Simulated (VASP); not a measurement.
Set up this calculation in VASP 6.6.1, as the native input.

```yaml
Task: single point
Functional: r2SCAN
Potentials_or_basis: VASP PAW PBE potentials, release 64 (Zn, Au)
Cutoff: 520 eV
k_mesh: 16 × 16 × 16
Occupations: gaussian, width 0.1 eV
Spin: no spin polarisation
Dipole_correction: no
Further_INCAR_settings: ALGO = Normal; EDIFF = 1e-06; NBANDS = 18
```

Crystal: ZnAu.

```
CELL_PARAMETERS angstrom
3.14851 0.00000 0.00000
0.00000 3.14851 0.00000
0.00000 0.00000 3.19573
ATOMIC_POSITIONS crystal
Zn 0.50000 0.50000 0.50000
Au 0.00000 0.00000 0.00000
```

This cell differs from its parent crystal: strain along c alone, the other axes held: +1.5 %.

The input as run:

POSCAR

```
ZnAu
1.0
    3.1485066216      0.0000000000      0.0000000000
    0.0000000000      3.1485066216      0.0000000000
    0.0000000000      0.0000000000      3.1957342209
Zn Au
1 1
Direct
    0.5000000000      0.5000000000      0.5000000000
    0.0000000000      0.0000000000      0.0000000000
```

INCAR.step1

```
SYSTEM = ZnAu
PREC = Accurate
ENCUT = 520
ISMEAR = 0
SIGMA = 0.1
LREAL = .False.
LASPH = .True.
NELM = 100
NBANDS = 18
GGA = PE
ALGO = Normal
EDIFF = 1E-4
LWAVE = .True.
LCHARG = .False.
```

INCAR.step2

```
SYSTEM = ZnAu
PREC = Accurate
ENCUT = 520
EDIFF = 1E-6
ISMEAR = 0
SIGMA = 0.1
LREAL = .False.
LASPH = .True.
NELM = 100
ALGO = Normal
ISIF = 2
LWAVE = .False.
LCHARG = .False.
METAGGA = R2SCAN
LMIXTAU = .True.
NBANDS = 18
ISTART = 1
```

KPOINTS

```
Automatic mesh
0
Gamma
  16 16 16
  0 0 0
```

Potentials or basis: VASP PAW PBE potentials, release 64 (Zn, Au).

The run is started by

```sh
$ cat potpaw_PBE.64/Zn/POTCAR potpaw_PBE.64/Au/POTCAR > POTCAR
$ cp INCAR.step1 INCAR
$ mpirun -np 1 vasp_std > vasp.out
$ cp INCAR.step2 INCAR
$ mpirun -np 1 vasp_std > vasp.out
```

Results of the run:

* Pressure: -1.6 GPa
* Band gap on the k mesh: zero (an odd number of electrons rules out a gap without spin polarisation)

Caveat: the cell differs from its parent crystal (strain along c alone, the other axes held: +1.5 %); the PAW data sets were made with another functional, which shifts forces and pressure a little; spin-orbit coupling is left out, which moves the levels of the heavy elements.

Run time: 8.1 min on 1 thread of Intel Xeon 8259CL, on a shared host, peak memory 0.35 GiB.
